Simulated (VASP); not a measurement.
# SrTiO3 (P4/mmm) in VASP: single point with PBE

Aim: the single point of SrTiO3 with PBE.

All numbers are computed with VASP 6.6.1; they aren't measurements. Logs are shortened: lines on timing, memory, paths and dates and some standing lists are left out, and cuts for length are marked.

## Step 1: The cell of the first run

It takes space group P4/mmm (No. 123, tetragonal). Conventional cell: a = 4.019 Å, b = 4.019 Å, c = 3.888 Å, α = 90.00°, β = 90.00°, γ = 90.00°. Within 3.7 Å of Sr (site symmetry 4/mmm) lie 12 O at 2.80 to 2.84 Å and 8 Ti at 3.44 Å. Within 2.6 Å of O (site symmetry 4/mmm) lie 2 Ti at 1.94 Å. Within 2.9 Å of O (site symmetry mmm) lie 2 Ti at 2.01 Å and 4 Sr at 2.80 Å and 8 O at 2.80 to 2.84 Å. Ti (site symmetry 4/mmm) has 6 O at 1.94 to 2.01 Å within 2.6 Å.

## Step 2: Single point, PBE, non-collinear spin, zero start, spin-orbit coupling

File INCAR:

```
PREC = Accurate ; ENCUT = 600
EDIFF = 1E-6 ; ISMEAR = 0
SIGMA = 0.02 ; LREAL = F
LASPH = T ; NELM = 200
ALGO = Normal ; ISIF = 2
LWAVE = F ; LCHARG = F
LNONCOLLINEAR = T ; MAGMOM = 0 0 0 0 0 0 0 0 0 0 0 0 0 0 0
LORBIT = 11 ; LSORBIT = T
GGA_COMPAT = F ; LORBMOM = T
LMAXMIX = 4 ; GGA = PE
NBANDS = 55
```

File KPOINTS:

```
regular mesh
0
Gamma
  6 6 6
```

File POSCAR:

```
SrTiO3
1.0
    4.0194532084      0.0000000000      0.0000000000
    0.0000000000      4.0194532084      0.0000000000
    0.0000000000      0.0000000000      3.8876288570
Sr O Ti
1 3 1
Direct
    0.0000000000      0.0000000000      0.0000000000
    0.5000000000      0.5000000000      0.0000000000
    0.0000000000      0.5000000000      0.5000000000
    0.5000000000      0.0000000000      0.5000000000
    0.5000000000      0.5000000000      0.5000000000
```

Potentials or basis: VASP PAW PBE potentials, release 64 (Sr_sv, O, Ti_sv).

Started as:

```bash
cat potpaw_PBE.64/Sr_sv/POTCAR potpaw_PBE.64/O/POTCAR potpaw_PBE.64/Ti_sv/POTCAR > POTCAR
mpirun -np 1 vasp_ncl > vasp.out
```

OUTCAR:

```text
PREC = Accurate
   ENCUT = 600
   EDIFF = 1E-6
   ISMEAR = 0
   LREAL = F
   LASPH = T
   NELM = 200
   ISIF = 2
   LNONCOLLINEAR = T
   LORBIT = 11
   LSORBIT = T
   GGA = PE

 ion  position               nearest neighbor table
   1  0.000  0.000  0.000-   3 2.80   4 2.80   3 2.80   4 2.80   3 2.80   3 2.80   4 2.80   4 2.80
                             2 2.84   2 2.84   2 2.84   2 2.84   5 3.44   5 3.44   5 3.44   5 3.44
   2  0.500  0.500  0.000-   5 1.94   5 1.94   1 2.84   1 2.84   1 2.84   1 2.84
   3  0.000  0.500  0.500-   5 2.01   5 2.01   1 2.80   1 2.80   1 2.80   1 2.80
   4  0.500  0.000  0.500-   5 2.01   5 2.01   1 2.80   1 2.80   1 2.80   1 2.80
   5  0.500  0.500  0.500-   2 1.94   2 1.94   4 2.01   3 2.01   4 2.01   3 2.01   1 3.44   1 3.44
                             1 3.44   1 3.44   1 3.44   1 3.44   1 3.44   1 3.44

  LATTYP: Found a simple tetragonal cell.
 ALAT       =     4.0194532084
 C/A-ratio  =     0.9672034119

  Lattice vectors:

 A1 = (   4.0194532084,   0.0000000000,   0.0000000000)
 A2 = (   0.0000000000,   4.0194532084,   0.0000000000)
 A3 = (   0.0000000000,   0.0000000000,   3.8876288570)

Analysis of symmetry for initial positions (statically):
=====================================================================
 Subroutine PRICEL returns:
 Original cell was already a primitive cell.

 Routine SETGRP: Setting up the symmetry group for a
 simple tetragonal supercell.

 Subroutine GETGRP returns: Found 16 space group operations
 (whereof 16 operations were pure point group operations)
 out of a pool of 16 trial point group operations.

The static configuration has the point symmetry D_4h.

Analysis of symmetry for dynamics (positions and initial velocities):
=====================================================================
 Subroutine PRICEL returns:
 Original cell was already a primitive cell.

 Routine SETGRP: Setting up the symmetry group for a
 simple tetragonal supercell.

 Subroutine GETGRP returns: Found 16 space group operations
 (whereof 16 operations were pure point group operations)
 out of a pool of 16 trial point group operations.

The dynamic configuration has the point symmetry D_4h.

Analysis of structural, dynamic, and magnetic symmetry:
=====================================================================
 Subroutine PRICEL returns:
 Original cell was already a primitive cell.

 Routine SETGRP: Setting up the symmetry group for a
 simple tetragonal supercell.

 Subroutine GETGRP returns: Found 16 space group operations
 (whereof 16 operations were pure point group operations)
 out of a pool of 16 trial point group operations.

The overall configuration has the point symmetry D_4h.

 Subroutine INISYM returns: Found 16 space group operations
 (whereof 16 operations are pure point group operations),
 and found     1 'primitive' translations

----------------------------------------------------------------------------------------

                                     Primitive cell

  volume of cell :      62.8085

  direct lattice vectors                    reciprocal lattice vectors
     4.019453208  0.000000000  0.000000000     0.248790059  0.000000000  0.000000000
     0.000000000  4.019453208  0.000000000     0.000000000  0.248790059  0.000000000
     0.000000000  0.000000000  3.887628857     0.000000000  0.000000000  0.257226201

  length of vectors
     4.019453208  4.019453208  3.887628857     0.248790059  0.248790059  0.257226201

  position of ions in fractional coordinates (direct lattice)
     0.000000000  0.000000000  0.000000000
     0.500000000  0.500000000  0.000000000
     0.000000000  0.500000000  0.500000000
     0.500000000  0.000000000  0.500000000
     0.500000000  0.500000000  0.500000000

  ion indices of the primitive-cell ions
   primitive index   ion index
                 1           1
                 2           2
                 3           3
                 4           4
[... 125 lines left out ...]

 val. band max:        3.7559907442   @ k =   0.5000   0.5000   0.5000
 cond. band min:       5.4550869180   @ k =   0.0000   0.0000   0.0000
 fundamental gap:      1.6990961738
 Fermi energy:         3.8426439340

 k-point     1 :       0.0000    0.0000    0.0000
  band No.  band energies     occupation
      1     -52.9406      1.00000
      2     -52.9406      1.00000
      3     -29.5909      1.00000
      4     -29.5909      1.00000
      5     -29.2142      1.00000
      6     -29.2142      1.00000
[... 1309 lines left out ...]
     51      11.5801      0.00000
     52      11.5801      0.00000

 [... further k-points ...]

 [bands above 52 left out]

------------------------ aborting loop because EDIFF is reached ----------------------------------------

  FORCE on cell =-STRESS in cart. coord.  units (eV):
  Direction    XX          YY          ZZ          XY          YZ          ZX
  --------------------------------------------------------------------------------------
  -------------------------------------------------------------------------------------
  Total       -2.4397027     -2.4397027      0.2048989      0.0000000      0.0000000      0.0000000
  in kB      -62.2341454    -62.2341454      5.2267479      0.0000000      0.0000000      0.0000000
  external PRESSURE =     -39.7471810 kB  Pullay stress =       0.0000000 kB

 VOLUME and BASIS-vectors are now :
 -----------------------------------------------------------------------------
  energy-cutoff  :      600.00
  volume of cell :       62.81
      direct lattice vectors                 reciprocal lattice vectors
     4.019453208  0.000000000  0.000000000     0.248790059  0.000000000  0.000000000
     0.000000000  4.019453208  0.000000000     0.000000000  0.248790059  0.000000000
     0.000000000  0.000000000  3.887628857     0.000000000  0.000000000  0.257226201

 POSITION                                       TOTAL-FORCE (eV/Angst)
 -----------------------------------------------------------------------------------
      0.00000      0.00000      0.00000         0.000000      0.000000      0.000000
      2.00973      2.00973      0.00000         0.000000      0.000000      0.000000
      0.00000      2.00973      1.94381         0.000000      0.000000      0.000000
      2.00973      0.00000      1.94381         0.000000      0.000000      0.000000
      2.00973      2.00973      1.94381         0.000000      0.000000      0.000000
 -----------------------------------------------------------------------------------
    total drift:                                0.000000     -0.000000     -0.000000

  FREE ENERGIE OF THE ION-ELECTRON SYSTEM (eV)
  ---------------------------------------------------
  free  energy   TOTEN  =       -40.1537423593 eV

  energy  without entropy=      -40.1537423593  energy(sigma->0) =      -40.15374236

 orbital moment (x)

 # of ion     p       d       tot
 ----------------------------------------
  1        -0.000   0.000   0.000
  2         0.000   0.000   0.000
  3        -0.000   0.000  -0.000
  4         0.000   0.000   0.000
  5         0.000  -0.000  -0.000
 ----------------------------------------
           -0.000   0.000   0.000

 orbital moment (y)

 # of ion     p       d       tot
 ----------------------------------------
  1        -0.000  -0.000  -0.000
  2        -0.000   0.000  -0.000
  3         0.000   0.000   0.000
  4        -0.000   0.000  -0.000
  5        -0.000   0.000   0.000
 ----------------------------------------
           -0.000  -0.000  -0.000

 orbital moment (z)

 # of ion     p       d       tot
 ----------------------------------------
  1         0.000   0.000   0.000
  2         0.000   0.000   0.000
  3         0.000   0.000   0.000
  4         0.000   0.000   0.000
  5         0.000   0.000   0.000
 ----------------------------------------
            0.000   0.000   0.000

 Spin-Orbit-Coupling matrix elements

 Ion:    1  E_soc:     -0.1742638
 l=   1
     0.0000000    -0.0290290    -0.0290202
    -0.0290290     0.0000000    -0.0290290
    -0.0290202    -0.0290290     0.0000000
 l=   2
     0.0000000    -0.0000039     0.0000000    -0.0000039    -0.0000133
    -0.0000039     0.0000000    -0.0000104    -0.0000043    -0.0000037
     0.0000000    -0.0000104     0.0000000    -0.0000104     0.0000000
    -0.0000039    -0.0000043    -0.0000104     0.0000000    -0.0000037
    -0.0000133    -0.0000037     0.0000000    -0.0000037     0.0000000
 l=   3
     0.0000000     0.0000000     0.0000000     0.0000000     0.0000000     0.0000000     0.0000000
     0.0000000     0.0000000     0.0000000     0.0000000     0.0000000     0.0000000     0.0000000
     0.0000000     0.0000000     0.0000000     0.0000000     0.0000000     0.0000000     0.0000000
     0.0000000     0.0000000     0.0000000     0.0000000     0.0000000     0.0000000     0.0000000
[... 69 lines left out ...]
 l=   2
     0.0000000    -0.0000074     0.0000000    -0.0000074    -0.0000469
    -0.0000074     0.0000000    -0.0000353    -0.0000066    -0.0000116
     0.0000000    -0.0000353     0.0000000    -0.0000353     0.0000000
    -0.0000074    -0.0000066    -0.0000353     0.0000000    -0.0000116
    -0.0000469    -0.0000116     0.0000000    -0.0000116     0.0000000
 l=   3
     0.0000000     0.0000000     0.0000000     0.0000000     0.0000000     0.0000000     0.0000000
     0.0000000     0.0000000     0.0000000     0.0000000     0.0000000     0.0000000     0.0000000
     0.0000000     0.0000000     0.0000000     0.0000000     0.0000000     0.0000000     0.0000000
     0.0000000     0.0000000     0.0000000     0.0000000     0.0000000     0.0000000     0.0000000
     0.0000000     0.0000000     0.0000000     0.0000000     0.0000000     0.0000000     0.0000000
     0.0000000     0.0000000     0.0000000     0.0000000     0.0000000     0.0000000     0.0000000
     0.0000000     0.0000000     0.0000000     0.0000000     0.0000000     0.0000000     0.0000000

 total charge

# of ion       s       p       d       tot
------------------------------------------
    1        1.996   5.807   0.181   7.985
    2        1.563   3.482   0.000   5.045
    3        1.557   3.462   0.000   5.019
    4        1.557   3.462   0.000   5.019
    5        2.216   6.284   1.703  10.203
--------------------------------------------------
tot          8.889  22.498   1.885  33.271

 magnetization (x)

# of ion       s       p       d       tot
------------------------------------------
    1        0.000   0.000  -0.000  -0.000
    2       -0.000   0.000   0.000   0.000
    3        0.000  -0.000   0.000  -0.000
    4        0.000   0.000   0.000   0.000
    5       -0.000   0.000  -0.000  -0.000
--------------------------------------------------
tot          0.000   0.000  -0.000   0.000

 magnetization (y)

# of ion       s       p       d       tot
------------------------------------------
    1        0.000   0.000   0.000   0.000
    2        0.000  -0.000   0.000  -0.000
    3        0.000   0.000   0.000   0.000
    4        0.000  -0.000   0.000  -0.000
    5        0.000  -0.000   0.000  -0.000
--------------------------------------------------
tot          0.000  -0.000   0.000  -0.000

 magnetization (z)

# of ion       s       p       d       tot
------------------------------------------
    1       -0.000   0.000  -0.000  -0.000
    2       -0.000   0.000   0.000   0.000
    3       -0.000  -0.000   0.000  -0.000
    4        0.000   0.000   0.000   0.000
    5        0.000   0.000   0.000   0.000
--------------------------------------------------
tot         -0.000   0.000  -0.000   0.000
```

Run time: 9.4 min. Hardware: 1 thread of Intel Xeon 8259CL, shared host; peak memory 0.48 GiB.

What came out:

| Quantity | Value |
| --- | --- |
| Free energy | -40.1537 eV |
| Pressure | -4.0 GPa |
| Net moment | 0.00 μB per cell |
| Valence electrons inside the program's atomic spheres | Sr 7.99; O 5.04, 5.02 (each value once); Ti 10.20 |

Stress tensor (GPa, compression positive):
```
-6.22  0.00  0.00
 0.00 -6.22  0.00
 0.00  0.00  0.52
```

Moments on the atoms (μB; x, y, z):
```
Sr  0.00 0.00 0.00
O   0.00 0.00 0.00
O   0.00 0.00 0.00
O   0.00 0.00 0.00
Ti  0.00 0.00 0.00
```

Caveat: the cell stands under tension.
